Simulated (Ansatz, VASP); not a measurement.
## Two plane-wave programs on Al

INCAR

```
PREC     = Accurate       # precision mode
ENCUT    = 520            # plane-wave cutoff, eV
EDIFF    = 1E-6           # SCF threshold, eV
ISMEAR   = 0              # smearing method
SIGMA    = 0.15           # smearing width, eV
LREAL    = F              # projectors in reciprocal space
LASPH    = T              # aspherical terms in the spheres
NELM     = 100            # most SCF steps
ALGO     = Fast           # electronic algorithm
ISIF     = 2              # what is computed and relaxed
LWAVE    = F              # write WAVECAR
LCHARG   = T              # write CHGCAR
GGA      = PE             # functional
LELF     = T              # ELF
LVHAR    = T            
NBANDS   = 8              # bands
```

The input KPOINTS:

```
Automatic mesh
0
Gamma
  20 20 20
```

Contents of POSCAR:

```
Al
1.0
    0.0000000000      2.0846994000      1.9632606000
    2.0846994000      0.0000000000      1.9632606000
    2.0846994000      2.0846994000      0.0000000000
Al
1
Direct
    0.0000000000      0.0000000000      0.0000000000
```

Input for Ansatz:

```yaml
crystal:
  lattice:
    - [0.0, 2.0846994, 1.9632606]
    - [2.0846994, 0.0, 1.9632606]
    - [2.0846994, 2.0846994, 0.0]
  atoms:
    - { symbol: Al, position: [0.0, 0.0, 0.0] }
basis:
  ecutwfc: 420
kpoints:
  mp_grid: { grid: [20, 20, 20] }
hamiltonian:
  xc: pbe
scf:
  occupations: { method: gaussian, width: 0.15 }
output:
  forces: true
  stress: true
  eigenvalues: true
  write_density: true
  write_potential: true
  elf: true
  volumetric_format: npy
```

Change from the starting cell: strain +0.030 along x and y, -0.030 along z, atoms carried along.

Alike in both runs: task single point; functional PBE; k mesh 20 × 20 × 20; occupations gaussian, width 0.15 eV; no spin polarisation.

|  | VASP | Ansatz |
| --- | --- | --- |
| version | VASP 6.6.1 | Ansatz 0.2.0 |
| potentials or method | VASP PAW PBE potentials, release 64 (Al), cutoff 520 eV | scalar-relativistic, plane waves, PAW |
| valence electrons in the cell | 3 | 3 |

Ansatz gave:

| Property | Result |
| --- | --- |
| gap on the k mesh at the Fermi level (eV) | none |
| pressure (GPa) | -2.3 |
| traceless stress, the component that is largest in VASP (GPa) | 1.87 |

Question: What did VASP give for the same quantities?

Answer: gap on the k mesh at the Fermi level (eV): none; pressure (GPa): -2.3; traceless stress, the component that is largest in VASP (GPa): 1.86.

A gap of «none» marks a metal or a gap that the smearing closes.
